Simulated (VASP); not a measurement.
Wanted: the native input for a VASP 6.6.1 run.

```yaml
Task: single point
Functional: PBEsol
Potentials_or_basis: VASP PAW PBE potentials, release 64 (Hg)
Cutoff: 520 eV
k_mesh: 8 × 8 × 9
Occupations: fermi-dirac, width 0.05 eV
Spin: no spin polarisation
Dipole_correction: no
Further_INCAR_settings: ALGO = Normal; EDIFF = 1e-07; NBANDS = 25
```

The structure of Hg lies in POSCAR:

```
Hg
1.0
    4.5400020208      0.0000000000      0.0000000000
   -2.2700010104      3.9317570832      0.0000000000
    0.0000000000      0.0000000000      3.8700000000
Hg
3
Direct
    0.3333333333      0.6666666667      0.5000000000
    0.0000000000      0.0000000000      0.0000000000
    0.6666666667      0.3333333333      0.5000000000
```

One way to write it, as run:

INCAR

```
PREC = Accurate
ENCUT = 520
EDIFF = 1E-7
ISMEAR = -1
SIGMA = 0.05
LREAL = False
LASPH = True
NELM = 80
ALGO = Normal
ISIF = 2
LWAVE = False
LCHARG = True
GGA = PS
LELF = True
LVHAR = True
NBANDS = 25
```

KPOINTS

```
regular mesh
0
Gamma
  8 8 9
```

Potentials or basis: VASP PAW PBE potentials, release 64 (Hg).

The run is started by

```console
$ cat potpaw_PBE.64/Hg/POTCAR > POTCAR
$ mpirun -np 1 vasp_std > vasp.out
```

It gave:

```json
{"Pressure": "8.6 GPa", "Band gap on the k mesh": "zero (bands 18 and 19 overlap by 5.11 eV)"}
```

Caveat: the cell stands under pressure; the PAW data sets were made with another functional, which shifts forces and pressure a little; spin-orbit coupling is left out, which moves the levels of the heavy elements.

Wall time 120 s on 1 thread of Intel Xeon 8259CL (shared host), peak memory 0.22 GiB.
